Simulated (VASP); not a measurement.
A run of VASP 6.6.1:

INCAR

```
  PREC = Accurate
  ENCUT = 500
  EDIFF = 1E-6
  ISMEAR = 0
  SIGMA = 0.1
  LREAL = False
  LASPH = True
  NELM = 120
  ALGO = Normal
  ISIF = 2
  LWAVE = False
  LCHARG = False
  GGA = PE
  IVDW = 12
  NBANDS = 12
  GGA_COMPAT = False
```

File KPOINTS:

```
regular mesh
0
Gamma
  18 18 18
```

The input POSCAR:

```
Ag
1.0
    0.0000000000      2.0366434287      2.0366434287
    2.0366434287      0.0000000000      2.0366434287
    2.0366434287      2.0366434287      0.0000000000
Ag
1
Direct
    0.0000000000      0.0000000000      0.0000000000
```

Potentials or basis: VASP PAW PBE potentials, release 64 (Ag).

Launch:

```console
$ cat potpaw_PBE.64/Ag/POTCAR > POTCAR
$ mpirun -np 1 vasp_std > vasp.out
```

Hardware: 1 thread of AMD EPYC 7R13 Processor (Zen 3), with other jobs on the host.

Q: How long does it take, and how much memory?

A: Run time: 30 s on 1 thread of AMD EPYC 7R13 Processor (Zen 3), with other jobs on the host, peak memory 0.14 GiB. Counts: scf iterations 11, k points 195.
